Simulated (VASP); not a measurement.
# LiH in VASP: further runs

Runs on LiH. Level: LDA. Tasks: single point.

All numbers are computed with VASP 6.6.1; they aren't measurements. Logs are shortened: lines on timing, memory, paths and dates and some standing lists are left out, and cuts for length are marked.

**1. The cell of the first run**

It takes space group Fm-3m (No. 225, cubic). Conventional cell: a = 4.390 Å, b = 4.390 Å, c = 4.390 Å, α = 90.00°, β = 90.00°, γ = 90.00°. Within 2.9 Å of Li (site symmetry m-3m) lie 6 H at 2.20 Å. Within 2.9 Å of H (site symmetry m-3m) lie 6 Li at 2.20 Å.

**2. Single point, LDA (strain +0.080 along x and y, +0.080 along z)**

File INCAR:

```
PREC = Accurate
ENCUT = 520
EDIFF = 1E-7
ISMEAR = 0
SIGMA = 0.05
LREAL = False
LASPH = True
NELM = 60
ALGO = Normal
ISIF = 2
LWAVE = False
LCHARG = True
LELF = True
LVHAR = True
NBANDS = 9
```

File KPOINTS:

```
regular mesh
0
Gamma
  10 10 10
```

File POSCAR:

```
LiH
1.0
    0.0000000000      2.1951000000      2.1951000000
    2.1951000000      0.0000000000      2.1951000000
    2.1951000000      2.1951000000      0.0000000000
Li H
1 1
Direct
    0.0000000000      0.0000000000      0.0000000000
    0.5000000000      0.5000000000      0.5000000000
```

Potentials or basis: VASP PAW LDA potentials, release 64 (Li_sv, H).

Launch:

```bash
$ cat potpaw_LDA.64/Li_sv/POTCAR potpaw_LDA.64/H/POTCAR > POTCAR
$ mpirun -np 1 vasp_std > vasp.out
```

OUTCAR:

```text
PREC = Accurate
   ENCUT = 520
   EDIFF = 1E-7
   ISMEAR = 0
   LREAL = False
   LASPH = True
   NELM = 60
   ISIF = 2

 ion  position               nearest neighbor table
   1  0.000  0.000  0.000-
   2  0.500  0.500  0.500-

  LATTYP: Found a face centered cubic cell.
 ALAT       =     4.3902000000

  Lattice vectors:

 A1 = (   0.0000000000,   2.1951000000,   2.1951000000)
 A2 = (   2.1951000000,   0.0000000000,   2.1951000000)
 A3 = (   2.1951000000,   2.1951000000,   0.0000000000)

Analysis of symmetry for initial positions (statically):
[... 6 lines left out ...]

 Subroutine GETGRP returns: Found 48 space group operations
 (whereof 48 operations were pure point group operations)
 out of a pool of 48 trial point group operations.

The static configuration has the point symmetry O_h .

Analysis of symmetry for dynamics (positions and initial velocities):
[... 6 lines left out ...]

 Subroutine GETGRP returns: Found 48 space group operations
 (whereof 48 operations were pure point group operations)
 out of a pool of 48 trial point group operations.

The dynamic configuration has the point symmetry O_h .

 Subroutine INISYM returns: Found 48 space group operations
 (whereof 48 operations are pure point group operations),
 and found     1 'primitive' translations

----------------------------------------------------------------------------------------

                                     Primitive cell

  volume of cell :      21.1540

  direct lattice vectors                    reciprocal lattice vectors
     0.000000000  2.195100000  2.195100000    -0.227780056  0.227780056  0.227780056
     2.195100000  0.000000000  2.195100000     0.227780056 -0.227780056  0.227780056
     2.195100000  2.195100000  0.000000000     0.227780056  0.227780056 -0.227780056

  length of vectors
     3.104340191  3.104340191  3.104340191     0.394526629  0.394526629  0.394526629

  position of ions in fractional coordinates (direct lattice)
     0.000000000  0.000000000  0.000000000
     0.500000000  0.500000000  0.500000000

  ion indices of the primitive-cell ions
   primitive index   ion index
                 1           1
                 2           2

----------------------------------------------------------------------------------------

 KPOINTS: regular mesh

Automatic generation of k-mesh.
[... 61 lines left out ...]
   LNONCOLLINEAR =      F non collinear calculations
   LSORBIT =      F    spin-orbit coupling
   LASPH  =      T    aspherical Exc in radial PAW
   ENCUT  =  520.0 eV  38.22 Ry    6.18 a.u.   5.77  5.77  5.77*2*pi/ulx,y,z
   NELM   =     60;   NELMIN=  2; NELMDL= -5     # of ELM steps
   EDIFF  = 0.1E-06   stopping-criterion for ELM
   LREAL  =      F    real-space projection
   EDIFFG = 0.1E-05   stopping-criterion for IOM
   NSW    =      0    number of steps for IOM
   IBRION =     -1    ionic relax: 0-MD 1-quasi-New 2-CG
   NFREE  =      0    steps in history (QN), initial steepest desc. (CG)
   ISIF   =      2    stress and relaxation
   ISYM   =      2    0-nonsym 1-usesym 2-fastsym
   POTIM  = 0.5000    time-step for ionic-motion
   TEBEG  =    0.0;   TEEND  =   0.0 temperature during run
   PSTRESS=    0.0 pullay stress
   NELECT =       4.0000    total number of electrons
   NUPDOWN=      -1.0000    fix difference up-down
   EMIN   =  10.00;   EMAX   =-10.00  energy-range for DOS
   EFERMI =   0.00;   METHOD = LEGACY
   ISMEAR =     0;   SIGMA  =   0.05  broadening in eV -4-tet -1-fermi 0-gaus
   EFERMI_NEDOS =   21; number of points for ismear=-14 and -15
   IALGO  =     38    algorithm
   IMIX   =      4    mixing-type and parameters
     AMIX     =   0.40;   BMIX     =  1.00
     AMIX_MAG =   1.60;   BMIX_MAG =  1.00
  volume/ion in A,a.u.               =      10.58        71.38
  Fermi-wavevector in a.u.,A,eV,Ry     =   0.939645  1.775672 12.013032  0.882933
  Thomas-Fermi vector in A             =   2.066978
   LORBIT       =      0    0 simple, 1 ext, 2 COOP (PROOUT), +10 PAW based schemes
   GGA     = CA    functional components
   LHFCALC =     F    Hartree Fock is set to
   AEXX    =    0.0000 exact exchange contribution
   IVDW    =     0    specifies the selected vdW correction
   LEPSILON=     F    determine dielectric tensor
   LRPA    =     F    only Hartree local field effects (RPA)
 non-spin polarized calculation
 Gauss-broadening in eV      SIGMA  =   0.05
  energy-cutoff  :      520.00
  volume of cell :       21.15
 maximum number of plane-waves:       588
   NGX = 11   NGY = 11   NGZ = 11

 number of electron       4.0000002 magnetization

 Free energy of the ion-electron system (eV)
  ---------------------------------------------------
  ext. energy  EPLUGINS =         0.00000000
  ---------------------------------------------------
  free energy    TOTEN  =        -6.30113185 eV

  energy without entropy =       -6.30113185  energy(sigma->0) =       -6.30113185

 E-fermi :  -0.5418     XC(G=0):  -7.9491

 val. band max:       -0.9426661120   @ k =   0.5000   0.5000   0.0000
 cond. band min:       1.8521928337   @ k =   0.5000   0.5000   0.0000
 fundamental gap:      2.7948589458
 Fermi energy:        -0.5417907755

 k-point     1 :       0.0000    0.0000    0.0000
  band No.  band energies     occupation
      1     -44.7387      2.00000
      2      -5.5188      2.00000
      3      11.9836      0.00000
      4      13.9486      0.00000
      5      13.9486      0.00000
      6      13.9486      0.00000
      7      18.2864      0.00000
      8      18.2864      0.00000
      9      18.2864      0.00000
[... 265 lines left out ...]
 k-point    24 :       0.4000    0.3000    0.0000
  band No.  band energies     occupation
      1     -44.7201      2.00000
      2      -2.8092      2.00000
      3       4.7910      0.00000
      4       7.9847      0.00000
      5       9.0619      0.00000
      6      12.5498      0.00000
      7      13.5098      0.00000
      8      23.7264      0.00000
      9      24.2614      0.00000

 [... further k-points ...]
[... 5 lines left out ...]
  --------------------------------------------------------------------------------------
  -------------------------------------------------------------------------------------
  Total       -1.0571360     -1.0571360     -1.0571360      0.0000000      0.0000000      0.0000000
  in kB      -80.0660720    -80.0660720    -80.0660720      0.0000000      0.0000000      0.0000000
  external PRESSURE =     -80.0660720 kB  Pullay stress =       0.0000000 kB

 VOLUME and BASIS-vectors are now :
 -----------------------------------------------------------------------------
  energy-cutoff  :      520.00
  volume of cell :       21.15
      direct lattice vectors                 reciprocal lattice vectors
     0.000000000  2.195100000  2.195100000    -0.227780056  0.227780056  0.227780056
     2.195100000  0.000000000  2.195100000     0.227780056 -0.227780056  0.227780056
     2.195100000  2.195100000  0.000000000     0.227780056  0.227780056 -0.227780056

 POSITION                                       TOTAL-FORCE (eV/Angst)
 -----------------------------------------------------------------------------------
      0.00000      0.00000      0.00000         0.000000     -0.000000     -0.000000
      2.19510      2.19510      2.19510        -0.000000      0.000000      0.000000
 -----------------------------------------------------------------------------------
    total drift:                                0.000000     -0.000000     -0.000000

  FREE ENERGIE OF THE ION-ELECTRON SYSTEM (eV)
  ---------------------------------------------------
  free  energy   TOTEN  =        -6.3011318509 eV

  energy  without entropy=       -6.3011318509  energy(sigma->0) =       -6.30113185
```

Run time: 6.2 s. Hardware: 1 thread of Intel Xeon 6975P-C, shared host; peak memory 0.12 GiB.

Results:

| Property | Result |
| --- | --- |
| Free energy | -6.3011 eV |
| Band gap on the k mesh | 2.79 eV, direct |

Caveat: the cell differs from its parent crystal (strain +0.080 along x and y, +0.080 along z); the cutoff is under 1.25 times the usual one of these potentials, so pressure, stress and relaxed cells hold a basis-set (Pulay) error. A k mesh can miss the band edges.

(Continued in part 2 of 2.)
